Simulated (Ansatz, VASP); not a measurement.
One calculation of Ta, two programs

```
CELL_PARAMETERS angstrom
2.87529 0.00000 0.00000
-0.95843 2.71085 0.00000
0.00000 0.00000 27.73830
ATOMIC_POSITIONS crystal
Ta 0.25000 0.25000 0.28841
Ta 0.75000 0.75000 0.37305
Ta 0.25000 0.25000 0.45768
Ta 0.75000 0.75000 0.54232
Ta 0.25000 0.25000 0.62695
Ta 0.75000 0.75000 0.71159
```

Alike in both runs: task single point; functional PBE; k mesh 13 × 13 × 1; occupations fermi-dirac, width 0.1 eV; no spin polarisation.

|  | VASP | Ansatz |
| --- | --- | --- |
| version | VASP 6.6.1 | Ansatz 0.2.0 |
| potentials or method | VASP PAW PBE potentials, release 64 (Ta_pv) | PAW with Ansatz's default frozen-core files, scalar-relativistic |
| plane-wave cutoff (eV) | 520 | 420 |
| valence electrons in the cell | 66 | 78 |

VASP gave:

| Property | Result |
| --- | --- |
| rms of the force components (eV/Å) | 0.220 |

**Question.** Estimate Ansatz's values.

**Answer.** rms of the force components (eV/Å): 0.219.

Atom by atom the forces differ by 0.002 eV/Å (rms over components). The functional is the same, so the differences come from potentials, cutoffs and numerics. VASP's potentials hold 66 valence electrons a cell and Ansatz's 78, so a difference there can come from the potentials and not from the codes.

Neither program's run includes spin-orbit coupling.
